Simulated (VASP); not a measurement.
# Cl (P1) in VASP: notebook, part 2 of 2

VASP 6.6.1. Earlier steps stand in the parts before.

### 3 Single point, PBE

This run uses another cell than the first one, of 41.67 Å³/atom.

Input file INCAR:

```
SYSTEM = Cl
ALGO = Normal
EDIFF = 1E-6
ENCUT = 520
GGA = PE
ISIF = 2
ISMEAR = 0
LASPH = .True.
LCHARG = .False.
LREAL = .False.
LWAVE = .False.
NBANDS = 30
NELM = 100
PREC = Accurate
SIGMA = 0.02
```

Input file KPOINTS:

```
k-points
0
Gamma
  6 4 4
  0 0 0
```

Input file POSCAR:

```
Cl
1.0
    5.2494283042     -0.0224212237      0.1196414013
    0.8077394733      6.4161275431      0.2545628596
    2.7352381033      2.7757876602      7.5846370461
Cl
6
Direct
    0.1637580545      0.0714511666      0.9455845928
    0.2597823660      0.4483390287      0.5151469119
    0.2352264435      0.6859849621      0.2790918921
    0.4794539084      0.7005875067      0.6538159824
    0.8455373980      0.2216678754      0.0729193130
    0.6342955341      0.8764133588      0.7533879439
```

Potentials or basis: VASP PAW PBE potentials, release 64 (Cl).

The run is started by

```sh
> cat potpaw_PBE.64/Cl/POTCAR > POTCAR
> mpirun -np 1 vasp_std > vasp.out
```

OUTCAR:

```text
SYSTEM = Cl
   EDIFF = 1E-6
   ENCUT = 520
   GGA = PE
   ISIF = 2
   ISMEAR = 0
   LASPH = .True.
   LREAL = .False.
   NELM = 100
   PREC = Accurate

 ion  position               nearest neighbor table
   1  0.164  0.071  0.946-   5 2.03
   2  0.260  0.448  0.515-   3 2.02
   3  0.235  0.686  0.279-   2 2.02
   4  0.479  0.701  0.654-   6 2.03
   5  0.846  0.222  0.073-   1 2.03
   6  0.634  0.876  0.753-   4 2.03

  LATTYP: Found a triclinic cell.
 ALAT       =     5.2508393898
 B/A-ratio  =     3.6078813502
 C/A-ratio  =     1.4898860607
 COS(alpha) =     0.0105637190
 COS(beta)  =     0.5707307641
 COS(gamma) =     0.7616444673

  Lattice vectors:

 A1 = (  -5.2494283042,   0.0224212237,  -0.1196414013)
 A2 = ( -14.6285257559,  -9.9892037549,   6.7165871230)
 A3 = (  -4.4416888309,   6.4385487668,   0.1349214583)

Analysis of symmetry for initial positions (statically):
=====================================================================
 Subroutine PRICEL returns:
 Original cell was already a primitive cell.

 Routine SETGRP: Setting up the symmetry group for a
 triclinic supercell.

 Subroutine GETGRP returns: Found  1 space group operations
 (whereof  1 operations were pure point group operations)
 out of a pool of  2 trial point group operations.

The static configuration has the point symmetry C_1 .

Analysis of symmetry for dynamics (positions and initial velocities):
=====================================================================
 Subroutine PRICEL returns:
 Original cell was already a primitive cell.

 Routine SETGRP: Setting up the symmetry group for a
 triclinic supercell.

 Subroutine GETGRP returns: Found  1 space group operations
 (whereof  1 operations were pure point group operations)
 out of a pool of  2 trial point group operations.

The dynamic configuration has the point symmetry C_1 .

 Subroutine INISYM returns: Found  1 space group operations
 (whereof  1 operations are pure point group operations),
 and found     1 'primitive' translations

----------------------------------------------------------------------------------------

                                     Primitive cell

  volume of cell :     250.0392

  direct lattice vectors                    reciprocal lattice vectors
     5.249428304 -0.022421224  0.119641401     0.191799473 -0.021717078 -0.061220494
     0.807739473  6.416127543  0.254562860     0.002008309  0.157926282 -0.058521327
     2.735238103  2.775787660  7.584637046    -0.003092883 -0.004957904  0.134775317

  length of vectors
     5.250839390  6.471780123  8.527206092     0.202500909  0.168432448  0.134901938

  position of ions in fractional coordinates (direct lattice)
     0.163758055  0.071451167  0.945584593
     0.259782366  0.448339029  0.515146912
     0.235226443  0.685984962  0.279091892
     0.479453908  0.700587507  0.653815982
     0.845537398  0.221667875  0.072919313
     0.634295534  0.876413359  0.753387944

  ion indices of the primitive-cell ions
   primitive index   ion index
                 1           1
                 2           2
[... 28 lines left out ...]

 Found     52 irreducible k-points:

 Following reciprocal coordinates:
            Coordinates               Weight
  0.000000  0.000000  0.000000      1.000000
  0.166667  0.000000  0.000000      2.000000
  0.333333  0.000000  0.000000      2.000000
  0.500000  0.000000  0.000000      1.000000
  0.000000  0.250000  0.000000      2.000000
  0.166667  0.250000  0.000000      2.000000
[... 16 lines left out ...]
  0.333333  0.250000  0.250000      2.000000
  0.500000  0.250000  0.250000      2.000000
 [... further k-points ...]
   k-points           NKPTS =     52   k-points in BZ     NKDIM =     52   number of bands    NBANDS=     30
   number of dos      NEDOS =    301   number of ions     NIONS =      6
   total plane-waves  NPLWV = 122880
   dimension x,y,z NGX =    40 NGY =   48 NGZ =   64
   dimension x,y,z NGXF=    80 NGYF=   96 NGZF=  128
   ions per type =               6
   NGX,Y,Z   is equivalent  to a cutoff of  12.66, 12.33, 12.48 a.u.
   NGXF,Y,Z  is equivalent  to a cutoff of  25.33, 24.66, 24.95 a.u.
 SYSTEM =  Cl
   PREC   = accura    normal or accurate (medium, high low for compatibility)
   ISTART =      0    job   : 0-new  1-cont  2-samecut
   ICHARG =      2    charge: 1-file 2-atom 10-const
   ISPIN  =      1    spin polarized calculation?
   LNONCOLLINEAR =      F non collinear calculations
   LSORBIT =      F    spin-orbit coupling
   LASPH  =      T    aspherical Exc in radial PAW
   ENCUT  =  520.0 eV  38.22 Ry    6.18 a.u.   9.76 12.03 15.85*2*pi/ulx,y,z
   NELM   =    100;   NELMIN=  2; NELMDL= -5     # of ELM steps
   EDIFF  = 0.1E-05   stopping-criterion for ELM
   LREAL  =      F    real-space projection
   EDIFFG = 0.1E-04   stopping-criterion for IOM
   NSW    =      0    number of steps for IOM
   IBRION =     -1    ionic relax: 0-MD 1-quasi-New 2-CG
   NFREE  =      0    steps in history (QN), initial steepest desc. (CG)
   ISIF   =      2    stress and relaxation
   ISYM   =      2    0-nonsym 1-usesym 2-fastsym
   POTIM  = 0.5000    time-step for ionic-motion
   TEBEG  =    0.0;   TEEND  =   0.0 temperature during run
   PSTRESS=    0.0 pullay stress
   NELECT =      42.0000    total number of electrons
   NUPDOWN=      -1.0000    fix difference up-down
   EMIN   =  10.00;   EMAX   =-10.00  energy-range for DOS
   EFERMI =   0.00;   METHOD = LEGACY
   ISMEAR =     0;   SIGMA  =   0.02  broadening in eV -4-tet -1-fermi 0-gaus
   EFERMI_NEDOS =   21; number of points for ismear=-14 and -15
   IALGO  =     38    algorithm
   IMIX   =      4    mixing-type and parameters
     AMIX     =   0.40;   BMIX     =  1.00
     AMIX_MAG =   1.60;   BMIX_MAG =  1.00
  volume/ion in A,a.u.               =      41.67       281.22
  Fermi-wavevector in a.u.,A,eV,Ry     =   0.903279  1.706950 11.101169  0.815913
  Thomas-Fermi vector in A             =   2.026585
   LORBIT       =      0    0 simple, 1 ext, 2 COOP (PROOUT), +10 PAW based schemes
   GGA     = PE    functional components
   LHFCALC =     F    Hartree Fock is set to
   AEXX    =    0.0000 exact exchange contribution
   IVDW    =     0    specifies the selected vdW correction
   LEPSILON=     F    determine dielectric tensor
   LRPA    =     F    only Hartree local field effects (RPA)
 non-spin polarized calculation
 Gauss-broadening in eV      SIGMA  =   0.02
  energy-cutoff  :      520.00
  volume of cell :      250.04
 maximum number of plane-waves:      6764
   NGX = 19   NGY = 25   NGZ = 31

 number of electron      41.9999997 magnetization

 Free energy of the ion-electron system (eV)
  ---------------------------------------------------
  ext. energy  EPLUGINS =         0.00000000
  ---------------------------------------------------
  free energy    TOTEN  =       -11.06324083 eV

  energy without entropy =      -11.06324083  energy(sigma->0) =      -11.06324083

 E-fermi :  -2.6153     XC(G=0):  -6.1482

 val. band max:       -2.7478367995   @ k =  -0.1667  -0.0000   0.2500
 cond. band min:      -0.2271302466   @ k =   0.0000   0.5000   0.0000
 fundamental gap:      2.5207065529
 Fermi energy:        -2.6152717741

 k-point     1 :       0.0000    0.0000    0.0000
  band No.  band energies     occupation
      1     -19.0908      2.00000
      2     -18.8742      2.00000
      3     -18.7924      2.00000
      4     -15.2543      2.00000
      5     -14.9755      2.00000
      6     -14.8194      2.00000
[... 781 lines left out ...]
     29       6.4589      0.00000
     30       6.7295      0.00000

 [... further k-points ...]

------------------------ aborting loop because EDIFF is reached ----------------------------------------

  FORCE on cell =-STRESS in cart. coord.  units (eV):
  Direction    XX          YY          ZZ          XY          YZ          ZX
  --------------------------------------------------------------------------------------
  -------------------------------------------------------------------------------------
  Total       -0.2980592     -0.4002087     -0.4033606      0.0333379     -0.0598855     -0.0576584
  in kB       -1.9098751     -2.5644190     -2.5846157      0.2136195     -0.3837283     -0.3694578
  external PRESSURE =      -2.3529699 kB  Pullay stress =       0.0000000 kB

 VOLUME and BASIS-vectors are now :
 -----------------------------------------------------------------------------
  energy-cutoff  :      520.00
  volume of cell :      250.04
      direct lattice vectors                 reciprocal lattice vectors
     5.249428304 -0.022421224  0.119641401     0.191799473 -0.021717078 -0.061220494
     0.807739473  6.416127543  0.254562860     0.002008309  0.157926282 -0.058521327
     2.735238103  2.775787660  7.584637046    -0.003092883 -0.004957904  0.134775317

 POSITION                                       TOTAL-FORCE (eV/Angst)
 -----------------------------------------------------------------------------------
      3.50375      3.07951      7.20970        -0.106007      0.114169      0.077132
      3.13490      4.30071      4.05241        -0.054554      0.067465     -0.150446
      2.55228      5.17079      2.31958         0.048232     -0.076433      0.145900
      4.87109      6.29916      5.19466         0.105010      0.117389      0.075470
      4.81709      1.60570      0.71066         0.097370     -0.106493     -0.076504
      6.09830      7.70020      6.01316        -0.090050     -0.116097     -0.071552
 -----------------------------------------------------------------------------------
    total drift:                               -0.000457      0.000856      0.000242

  FREE ENERGIE OF THE ION-ELECTRON SYSTEM (eV)
  ---------------------------------------------------
  free  energy   TOTEN  =       -11.0632408289 eV

  energy  without entropy=      -11.0632408289  energy(sigma->0) =      -11.06324083
```

OSZICAR:

```text
N       E                     dE             d eps       ncg     rms          rms(c)
DAV:   1     0.321096177193E+03    0.32110E+03   -0.16710E+04  3120   0.113E+03
DAV:   2     0.232271397838E+02   -0.29787E+03   -0.29086E+03  4394   0.217E+02
DAV:   3    -0.112938945501E+02   -0.34521E+02   -0.34381E+02  4008   0.838E+01
DAV:   4    -0.117894451888E+02   -0.49555E+00   -0.49525E+00  3846   0.122E+01
DAV:   5    -0.118000686763E+02   -0.10623E-01   -0.10623E-01  4034   0.186E+00    0.187E+01
DAV:   6    -0.112530726320E+02    0.54700E+00   -0.38264E-01  3744   0.323E+00    0.123E+01
DAV:   7    -0.110803802774E+02    0.17269E+00   -0.86325E-01  3744   0.458E+00    0.102E+00
DAV:   8    -0.110627900569E+02    0.17590E-01   -0.10484E-01  3570   0.181E+00    0.606E-01
DAV:   9    -0.110630677749E+02   -0.27772E-03   -0.50114E-03  4020   0.374E-01    0.150E-01
DAV:  10    -0.110631938947E+02   -0.12612E-03   -0.23635E-04  3940   0.916E-02    0.915E-02
DAV:  11    -0.110632279698E+02   -0.34075E-04   -0.53722E-05  3972   0.450E-02    0.383E-02
DAV:  12    -0.110632391474E+02   -0.11178E-04   -0.27615E-05  3878   0.314E-02    0.901E-03
DAV:  13    -0.110632407465E+02   -0.15991E-05   -0.34812E-06  3726   0.111E-02    0.896E-03
DAV:  14    -0.110632408289E+02   -0.82418E-07   -0.83684E-07  2424   0.555E-03
   1 F= -.11063241E+02 E0= -.11063241E+02  d E =-.229309E-22
```

stdout:

```text
POSCAR found type information on POSCAR Cl
 POSCAR found :  1 types and       6 ions
 scaLAPACK will be used
 LDA part: xc-table for (Slater+PW92), standard interpolation
 POSCAR, INCAR and KPOINTS ok, starting setup
 FFT: planning ... GRIDC
 FFT: planning ... GRID_SOFT
 FFT: planning ... GRID
 WAVECAR not read
 entering main loop
```

Wall time 3.2 min (1 thread of Intel Xeon Platinum 8488C (Sapphire Rapids), shared host); peak memory 0.47 GiB.

What came out:

```
Free energy            : -11.0632 eV
Pressure               : -0.2 GPa
Largest force          : 0.175 eV/Å
Band gap on the k mesh : 2.52 eV (least direct gap 2.60 eV)
```

Forces on the atoms (eV/Å):
```
Cl  -0.106  0.114  0.077
Cl  -0.055  0.067 -0.150
Cl   0.048 -0.076  0.146
Cl   0.105  0.117  0.075
Cl   0.097 -0.106 -0.077
Cl  -0.090 -0.116 -0.072
```

Levels at points of the mesh, in eV from the valence-band top:
| k point | band 19 | band 20 | band 21 | band 22 | band 23 | band 24 |
| --- | --- | --- | --- | --- | --- | --- |
| (0.00, 0.00, 0.00) | -0.23 | -0.16 | -0.03 | 2.76 | 2.97 | 3.11 |
| (0.50, 0.00, 0.00) | -0.18 | -0.14 | 0.00 | 2.77 | 2.96 | 3.11 |
| (0.00, 0.50, 0.00) | -0.23 | -0.15 | -0.11 | 2.52 | 2.87 | 2.97 |
| (0.50, 0.50, 0.00) | -0.15 | -0.09 | -0.07 | 2.60 | 2.87 | 3.03 |
| (0.00, 0.00, 0.50) | -0.17 | -0.09 | -0.03 | 2.63 | 2.81 | 2.97 |
| (0.50, 0.00, 0.50) | -0.17 | -0.10 | -0.04 | 2.62 | 2.77 | 3.05 |
| (0.00, 0.50, 0.50) | -0.26 | -0.22 | -0.02 | 2.71 | 2.94 | 3.09 |
| (0.50, 0.50, 0.50) | -0.15 | -0.13 | -0.05 | 2.81 | 2.97 | 3.10 |

Caveat: this functional lacks dispersion, which holds the molecules together, so the pressure and a relaxed volume are unreliable.
